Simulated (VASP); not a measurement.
NiMoIrPdW:

```
Ni Mo Pd Ir W
1.0
     2.76078    0.00000    0.00000
    -1.38039    2.39090    0.00000
     0.00000    0.00000   11.34051
Ni Mo Pd Ir W
1 1 1 1 1
Direct
  0.00000 0.00000 0.70917
  0.66667 0.33333 0.29425
  0.66667 0.33333 0.89901
  0.00000 0.00000 0.10604
  0.66667 0.33333 0.52921
```

Base run:

| Quantity | Value |
| --- | --- |
| Program | VASP 6.6.1 |
| Functional | revPBE |
| Potentials or basis | VASP PAW PBE potentials, release 64 (Ni, Mo_sv, Pd, Ir, W_sv) |
| Cutoff | 520 eV |
| k mesh | 8 × 8 × 2 |
| Occupations | fermi-dirac, width 0.05 eV |
| Spin | collinear spin, ferromagnetic start |
| Starting moments | [1.0, 1.0, 0.0, 0.6, 0.0] μB |

Its results: pressure 3.3 GPa; net moment 0.00 μB per cell; largest force 0.332 eV/Å.

Q: The run is repeated on the same cell with these changes: functional from revPBE to BLYP; further incar settings from ALGO = Normal; EDIFF = 1e-07; NBANDS = 40 to ALGO = Fast; EDIFF = 1e-06; NBANDS = 40. What comes out?

A: Pressure 12.2 GPa; net moment 0.00 μB per cell; largest force 0.587 eV/Å.

Caveats: the PAW data sets were made with another functional, which shifts forces and pressure a little.
